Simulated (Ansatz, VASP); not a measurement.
# Two plane-wave programs on Yb

The input INCAR:

```
SYSTEM = Yb
  PREC = Accurate
  ENCUT = 520
  EDIFF = 1E-7
  ISMEAR = -1
  SIGMA = 0.1
  LREAL = .FALSE.
  LASPH = .TRUE.
  NELM = 80
  ALGO = Normal
  ISIF = 2
  LWAVE = .FALSE.
  LCHARG = .TRUE.
  GGA = RE
  LELF = .TRUE.
  LVHAR = .TRUE.
  NBANDS = 18
```

KPOINTS

```
Automatic mesh
0
G
  12 12 12
  0 0 0
```

POSCAR

```
Yb
1.0
   -2.0686298340      2.0686298340      2.0686298340
    2.0686298340     -2.0686298340      2.0686298340
    2.0686298340      2.0686298340     -2.0686298340
Yb
1
Direct
    0.0000000000      0.0000000000      0.0000000000
```

Input for Ansatz:

```yaml
crystal:
  lattice:
    - [-2.068629834, 2.068629834, 2.068629834]
    - [2.068629834, -2.068629834, 2.068629834]
    - [2.068629834, 2.068629834, -2.068629834]
  atoms:
    - { symbol: Yb, position: [0.0, 0.0, 0.0] }
hamiltonian:
  xc: revpbe
  pseudopotentials:
    kind: paw
    azcp:
      Yb: "pseudopotentials/Yb.paw.azcp"
basis:
  ecutwfc: 420
  fft_grid_basis: typed
kpoints:
  mp_grid: { grid: [12, 12, 12], shift: [0, 0, 0] }
magnetization:
  spin_polarized: false
scf:
  occupations: { method: fermi_dirac, width: 0.1 }
  lower_state_search: "off"
output:
  stress: true
```

Alike in both runs: task single point; functional revPBE; k mesh 12 × 12 × 12; occupations fermi-dirac, width 0.1 eV; no spin polarisation.

```csv
,VASP,Ansatz
version,VASP 6.6.1,Ansatz 0.2.0
potentials or method,"VASP PAW PBE potentials, release 64 (Yb), cutoff 520 eV","plane waves (420 eV) with PAW, scalar-relativistic"
valence electrons in the cell,24,24
```

|  | VASP | Ansatz | Ansatz less VASP |
| --- | --- | --- | --- |
| pressure (GPa) | -0.4 | 0.7 | +1.16 |

VASP's potentials were made for PBE, not for revPBE. With one functional, cell and mesh, what is left measures potentials, basis and numerics.

Neither program's run includes spin-orbit coupling.
